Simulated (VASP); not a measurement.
# Rh (Fm-3m) in VASP: notebook

Runs on Rh. Level: LDA. Tasks: single point.

Program: VASP 6.6.1. These are calculated values, not measurements. Logs are shortened: lines on timing, memory, paths and dates and some standing lists are left out, and cuts for length are marked.

### Step 1. The cell of the first run

The structure is cubic, space group Fm-3m (No. 225). Conventional cell: a = 3.755 Å, b = 3.755 Å, c = 3.755 Å, α = 90.00°, β = 90.00°, γ = 90.00°. Within 3.5 Å of Rh (site symmetry m-3m) lie 12 Rh at 2.66 Å.

### Step 2. Single point, LDA

INCAR

```
PREC     = Accurate       # precision mode
ENCUT    = 520            # plane-wave cutoff, eV
EDIFF    = 1E-6           # SCF threshold, eV
ISMEAR   = -1             # smearing method
SIGMA    = 0.1            # smearing width, eV
LREAL    = False          # projectors in reciprocal space
LASPH    = True           # aspherical terms in the spheres
NELM     = 100            # most SCF steps
ALGO     = Normal         # electronic algorithm
ISIF     = 2              # what is computed and relaxed
LWAVE    = False          # write WAVECAR
LCHARG   = True           # write CHGCAR
GGA      = CA             # functional
LELF     = True           # ELF
LVHAR    = True         
NBANDS   = 14             # bands
```

KPOINTS

```
Automatic mesh
0
Gamma
  5 5 5
```

POSCAR

```
Rh
1.0
    0.0000000000      1.8776226225      1.8776226225
    1.8776226225      0.0000000000      1.8776226225
    1.8776226225      1.8776226225      0.0000000000
Rh
1
Direct
    0.0000000000      0.0000000000      0.0000000000
```

Potentials or basis: VASP PAW LDA potentials, release 64 (Rh_pv).

Started as:

```bash
$ cat potpaw_LDA.64/Rh_pv/POTCAR > POTCAR
$ mpirun -np 1 vasp_std > vasp.out
```

OUTCAR:

```text
PREC = Accurate
   ENCUT = 520
   EDIFF = 1E-6
   ISMEAR = -1
   LREAL = False
   LASPH = True
   NELM = 100
   ISIF = 2
   GGA = CA

 ion  position               nearest neighbor table
   1  0.000  0.000  0.000-

  LATTYP: Found a face centered cubic cell.
 ALAT       =     3.7552452450

  Lattice vectors:

 A1 = (   0.0000000000,   1.8776226225,   1.8776226225)
 A2 = (   1.8776226225,   0.0000000000,   1.8776226225)
 A3 = (   1.8776226225,   1.8776226225,   0.0000000000)

Analysis of symmetry for initial positions (statically):
=====================================================================
 Subroutine PRICEL returns:
 Original cell was already a primitive cell.

 Routine SETGRP: Setting up the symmetry group for a
 face centered cubic supercell.

 Subroutine GETGRP returns: Found 48 space group operations
[... 9 lines left out ...]

 Routine SETGRP: Setting up the symmetry group for a
 face centered cubic supercell.

 Subroutine GETGRP returns: Found 48 space group operations
[... 11 lines left out ...]
                                     Primitive cell

  volume of cell :      13.2390

  direct lattice vectors                    reciprocal lattice vectors
     0.000000000  1.877622622  1.877622622    -0.266294192  0.266294192  0.266294192
     1.877622622  0.000000000  1.877622622     0.266294192 -0.266294192  0.266294192
     1.877622622  1.877622622  0.000000000     0.266294192  0.266294192 -0.266294192

  length of vectors
     2.655359378  2.655359378  2.655359378     0.461235071  0.461235071  0.461235071

  position of ions in fractional coordinates (direct lattice)
     0.000000000  0.000000000  0.000000000

  ion indices of the primitive-cell ions
   primitive index   ion index
                 1           1

----------------------------------------------------------------------------------------

 KPOINTS: Automatic mesh

Automatic generation of k-mesh.
 Grid dimensions read from file:
 generate k-points for:    5    5    5

 Generating k-lattice:

  Cartesian coordinates                     Fractional coordinates (reciprocal lattice)
    -0.053258838  0.053258838  0.053258838     0.200000000  0.000000000  0.000000000
     0.053258838 -0.053258838  0.053258838     0.000000000  0.200000000  0.000000000
     0.053258838  0.053258838 -0.053258838     0.000000000  0.000000000  0.200000000

  Length of vectors
     0.092247014  0.092247014  0.092247014

[... 33 lines left out ...]
   LNONCOLLINEAR =      F non collinear calculations
   LSORBIT =      F    spin-orbit coupling
   LASPH  =      T    aspherical Exc in radial PAW
   ENCUT  =  520.0 eV  38.22 Ry    6.18 a.u.   4.94  4.94  4.94*2*pi/ulx,y,z
   NELM   =    100;   NELMIN=  2; NELMDL= -5     # of ELM steps
   EDIFF  = 0.1E-05   stopping-criterion for ELM
   LREAL  =      F    real-space projection
   EDIFFG = 0.1E-04   stopping-criterion for IOM
   NSW    =      0    number of steps for IOM
   IBRION =     -1    ionic relax: 0-MD 1-quasi-New 2-CG
[... 8 lines left out ...]
   EMIN   =  10.00;   EMAX   =-10.00  energy-range for DOS
   EFERMI =   0.00;   METHOD = LEGACY
   ISMEAR =    -1;   SIGMA  =   0.10  broadening in eV -4-tet -1-fermi 0-gaus
   EFERMI_NEDOS =   21; number of points for ismear=-14 and -15
   IALGO  =     38    algorithm
   IMIX   =      4    mixing-type and parameters
     AMIX     =   0.40;   BMIX     =  1.00
     AMIX_MAG =   1.60;   BMIX_MAG =  1.00
  volume/ion in A,a.u.               =      13.24        89.34
  Fermi-wavevector in a.u.,A,eV,Ry     =   1.706686  3.225169 39.630735  2.912777
  Thomas-Fermi vector in A             =   2.785677
   LORBIT       =      0    0 simple, 1 ext, 2 COOP (PROOUT), +10 PAW based schemes
   GGA     = CA    functional components
   LHFCALC =     F    Hartree Fock is set to
   AEXX    =    0.0000 exact exchange contribution
   IVDW    =     0    specifies the selected vdW correction
   LEPSILON=     F    determine dielectric tensor
   LRPA    =     F    only Hartree local field effects (RPA)
 non-spin polarized calculation
  energy-cutoff  :      520.00
  volume of cell :       13.24
 maximum number of plane-waves:       359
   NGX =  9   NGY =  9   NGZ =  9

 number of electron      15.0000002 magnetization

 Free energy of the ion-electron system (eV)
  ---------------------------------------------------
  ext. energy  EPLUGINS =         0.00000000
  ---------------------------------------------------
  free energy    TOTEN  =        -8.56414381 eV

  energy without entropy =       -8.48232071  energy(sigma->0) =       -8.52323226

 E-fermi :  12.7008     XC(G=0): -14.5901

 val. band max:       12.6139854255   @ k =  -0.4000   0.2000   0.0000
 cond. band min:      12.7220946826   @ k =   0.4000   0.0000   0.0000
 fundamental gap:      0.1081092571
 Fermi energy:        12.7008165849

 k-point     1 :       0.0000    0.0000    0.0000
  band No.  band energies     occupation
      1     -33.7596      2.00000
      2     -33.7596      2.00000
      3     -33.7596      2.00000
      4       4.1108      2.00000
      5       9.1462      2.00000
      6       9.1462      2.00000
      7       9.1462      2.00000
      8      11.4204      1.99999
      9      11.4204      1.99999
     10      28.3121      0.00000
     11      32.7668      0.00000
     12      33.9621      0.00000
     13      33.9621      0.00000
     14      33.9621      0.00000
[... 139 lines left out ...]
      1     -34.4046      2.00000
      2     -34.2081      2.00000
      3     -34.0184      2.00000
      4       7.2938      2.00000
      5       7.6954      2.00000
      6       8.8695      2.00000
      7      11.4700      1.99999
      8      12.8566      0.34788
      9      18.4578      0.00000
     10      24.6124      0.00000
     11      24.9213      0.00000
     12      27.7741      0.00000
     13      32.7696      0.00000
     14      37.4515      0.00000

------------------------ aborting loop because EDIFF is reached ----------------------------------------

  FORCE on cell =-STRESS in cart. coord.  units (eV):
  Direction    XX          YY          ZZ          XY          YZ          ZX
  --------------------------------------------------------------------------------------
  -------------------------------------------------------------------------------------
  Total        0.3456981      0.3456981      0.3456981     -0.0000000     -0.0000000      0.0000000
  in kB       41.8362376     41.8362376     41.8362376     -0.0000000     -0.0000000      0.0000000
  external PRESSURE =      41.8362376 kB  Pullay stress =       0.0000000 kB

 VOLUME and BASIS-vectors are now :
 -----------------------------------------------------------------------------
  energy-cutoff  :      520.00
  volume of cell :       13.24
      direct lattice vectors                 reciprocal lattice vectors
     0.000000000  1.877622622  1.877622622    -0.266294192  0.266294192  0.266294192
     1.877622622  0.000000000  1.877622622     0.266294192 -0.266294192  0.266294192
     1.877622622  1.877622622  0.000000000     0.266294192  0.266294192 -0.266294192

 POSITION                                       TOTAL-FORCE (eV/Angst)
 -----------------------------------------------------------------------------------
      0.00000      0.00000      0.00000        -0.000000      0.000000      0.000000
 -----------------------------------------------------------------------------------
    total drift:                                0.000000      0.000000      0.000000

  FREE ENERGIE OF THE ION-ELECTRON SYSTEM (eV)
  ---------------------------------------------------
  free  energy   TOTEN  =        -8.5641438118 eV

  energy  without entropy=       -8.4823207091  energy(sigma->0) =       -8.52323226
```

Run time: 1.9 s. Hardware: 1 thread of Intel Xeon 6975P-C (Granite Rapids), shared host; peak memory 0.11 GiB.

What came out:

| Property | Result |
| --- | --- |
| Free energy | -8.5641 eV |
| Pressure | 4.2 GPa |

Caveat: the k points lie up to 0.58 Å⁻¹ apart.

### Step 3. Single point, LDA

INCAR

```
SYSTEM = Rh
ALGO     = Normal         ! electronic algorithm
EDIFF    = 1E-6           ! SCF threshold, eV
ENCUT    = 520            ! plane-wave cutoff, eV
GGA      = CA             ! functional
ISIF     = 2              ! what is computed and relaxed
ISMEAR   = -1             ! smearing method
LASPH    = .TRUE.         ! aspherical terms in the spheres
LCHARG   = .FALSE.        ! write CHGCAR
LREAL    = .FALSE.        ! projectors in reciprocal space
LWAVE    = .FALSE.        ! write WAVECAR
NBANDS   = 14             ! bands
NELM     = 100            ! most SCF steps
PREC     = Accurate       ! precision mode
SIGMA    = 0.1            ! smearing width, eV
```

KPOINTS

```
k-points
0
G
  7 7 7
  0 0 0
```

POSCAR is that of step 2.

Potentials or basis: VASP PAW LDA potentials, release 64 (Rh_pv).

Started as:

```bash
$ cat potpaw_LDA.64/Rh_pv/POTCAR > POTCAR
$ mpirun -np 1 vasp_std > vasp.out
```

Wall time 2.1 s (1 thread of Intel Xeon 6975P-C (Granite Rapids), shared host); peak memory 0.11 GiB.

Results (log left out):

```yaml
Free_energy: -8.7632 eV
Pressure: -0.6 GPa
```

Levels at points of the mesh, in eV from the Fermi level:
| k point | band 5 | band 6 | band 7 | band 8 | band 9 | band 10 |
| --- | --- | --- | --- | --- | --- | --- |
| (0.00, 0.00, 0.00) | -3.32 | -3.32 | -3.32 | -1.06 | -1.06 | 15.90 |

Caveat: the k points lie up to 0.41 Å⁻¹ apart.

### Step 4. Single point, LDA

INCAR

```
SYSTEM = Rh
PREC = Accurate
ENCUT = 520
EDIFF = 1E-7
ISMEAR = -1
SIGMA = 0.1
LREAL = .FALSE.
LASPH = .TRUE.
NELM = 100
ALGO = Normal
ISIF = 2
LWAVE = .FALSE.
LCHARG = .FALSE.
GGA = CA
NBANDS = 14
```

KPOINTS

```
Automatic mesh
0
G
  9 9 9
  0 0 0
```

POSCAR is that of step 3.

Potentials or basis: VASP PAW LDA potentials, release 64 (Rh_pv).

Started as:

```bash
$ cat potpaw_LDA.64/Rh_pv/POTCAR > POTCAR
$ mpirun -np 1 vasp_std > vasp.out
```

OUTCAR:

```text
SYSTEM = Rh
   PREC = Accurate
   ENCUT = 520
   EDIFF = 1E-7
   ISMEAR = -1
   LREAL = .FALSE.
   LASPH = .TRUE.
   NELM = 100
   ISIF = 2
   GGA = CA

 ion  position               nearest neighbor table
   1  0.000  0.000  0.000-

  LATTYP: Found a face centered cubic cell.
 ALAT       =     3.7552452450

  Lattice vectors:

 A1 = (   0.0000000000,   1.8776226225,   1.8776226225)
 A2 = (   1.8776226225,   0.0000000000,   1.8776226225)
 A3 = (   1.8776226225,   1.8776226225,   0.0000000000)

Analysis of symmetry for initial positions (statically):
=====================================================================
 Subroutine PRICEL returns:
 Original cell was already a primitive cell.

 Routine SETGRP: Setting up the symmetry group for a
 face centered cubic supercell.

 Subroutine GETGRP returns: Found 48 space group operations
[... 9 lines left out ...]

 Routine SETGRP: Setting up the symmetry group for a
 face centered cubic supercell.

 Subroutine GETGRP returns: Found 48 space group operations
[... 11 lines left out ...]
                                     Primitive cell

  volume of cell :      13.2390

  direct lattice vectors                    reciprocal lattice vectors
     0.000000000  1.877622622  1.877622622    -0.266294192  0.266294192  0.266294192
[... 137 lines left out ...]

 k-point     1 :       0.0000    0.0000    0.0000
  band No.  band energies     occupation
      1     -33.8139      2.00000
      2     -33.8139      2.00000
      3     -33.8139      2.00000
      4       4.1137      2.00000
      5       9.1270      2.00000
      6       9.1270      2.00000
      7       9.1270      2.00000
      8      11.3719      1.99989
      9      11.3719      1.99989
     10      28.3430      0.00000
     11      32.6466      0.00000
     12      33.9534      0.00000
     13      33.9534      0.00000
     14      33.9534      0.00000
[... 377 lines left out ...]
      1     -34.5899      2.00000
      2     -34.1151      2.00000
      3     -34.1151      2.00000
      4       5.8020      2.00000
      5       6.1601      2.00000
      6      12.9628      0.00453
      7      13.2725      0.00021
      8      13.2725      0.00021
      9      15.0187      0.00000
     10      25.9398      0.00000
     11      26.2445      0.00000
     12      26.2445      0.00000
     13      32.6418      0.00000
     14      35.8923      0.00000

 [... further k-points ...]
[... 5 lines left out ...]
  --------------------------------------------------------------------------------------
  -------------------------------------------------------------------------------------
  Total        0.0793836      0.0793836      0.0793836      0.0000000     -0.0000000     -0.0000000
  in kB        9.6069690      9.6069690      9.6069690      0.0000000     -0.0000000     -0.0000000
  external PRESSURE =       9.6069690 kB  Pullay stress =       0.0000000 kB

 VOLUME and BASIS-vectors are now :
 -----------------------------------------------------------------------------
  energy-cutoff  :      520.00
  volume of cell :       13.24
      direct lattice vectors                 reciprocal lattice vectors
     0.000000000  1.877622622  1.877622622    -0.266294192  0.266294192  0.266294192
     1.877622622  0.000000000  1.877622622     0.266294192 -0.266294192  0.266294192
     1.877622622  1.877622622  0.000000000     0.266294192  0.266294192 -0.266294192

 POSITION                                       TOTAL-FORCE (eV/Angst)
 -----------------------------------------------------------------------------------
      0.00000      0.00000      0.00000        -0.000000     -0.000000      0.000000
 -----------------------------------------------------------------------------------
    total drift:                                0.000000      0.000000      0.000000

  FREE ENERGIE OF THE ION-ELECTRON SYSTEM (eV)
  ---------------------------------------------------
  free  energy   TOTEN  =        -8.6954365577 eV

  energy  without entropy=       -8.6579466335  energy(sigma->0) =       -8.67669160
```

Wall time 2.9 s (1 thread of Intel Xeon 6975P-C (Granite Rapids), shared host); peak memory 0.12 GiB.

Results:

```yaml
Free_energy: -8.6954 eV
Pressure: 1.0 GPa
```

### Step 5. Single point, LDA

INCAR

```
SYSTEM = Rh
PREC = Accurate
ENCUT = 520
EDIFF = 1E-6
ISMEAR = -1
SIGMA = 0.1
LREAL = .False.
LASPH = .True.
NELM = 100
ALGO = Normal
ISIF = 2
LWAVE = .False.
LCHARG = .True.
GGA = CA
LELF = .True.
LVHAR = .True.
NBANDS = 14
```

KPOINTS

```
regular mesh
0
Gamma
  12 12 12
  0 0 0
```

POSCAR is that of step 4.

Started as:

```bash
$ cat potpaw_LDA.64/Rh_pv/POTCAR > POTCAR
$ mpirun -np 1 vasp_std > vasp.out
```

Wall time 5.7 s (1 thread of Intel Xeon 6975P-C (Granite Rapids), shared host); peak memory 0.12 GiB.

Results (log left out):

| Item | Value |
| --- | --- |
| Free energy | -8.7049 eV |
| Pressure | 0.7 GPa |

Levels at points of the mesh, in eV from the Fermi level:
```
           k point  band 5  band 6  band 7  band 8  band 9  band 10
(0.00, 0.00, 0.00)   -3.29   -3.29   -3.29   -1.03   -1.03    15.93
(0.50, 0.00, 0.00)   -3.36   -3.36    0.63    0.63    0.67     9.00
(0.50, 0.50, 0.00)   -6.33    0.61    1.07    1.07    3.27    12.75
```

### Step 6. The runs side by side

```tsv
k mesh	gap on the mesh (eV)	pressure (GPa)
5 × 5 × 5	none	4.2
7 × 7 × 7	none	-0.6
9 × 9 × 9	none	1.0
12 × 12 × 12	none	0.7
```

Alike in all rows: task single point; level LDA; potentials or basis VASP PAW LDA potentials, release 64 (Rh_pv); no spin polarisation; cell as given; cutoff (eV) 520; smearing fermi-dirac 0.1 eV.

Caveats: some runs use coarse meshes.

Absolute energies hang on the potentials; compare differences alone.
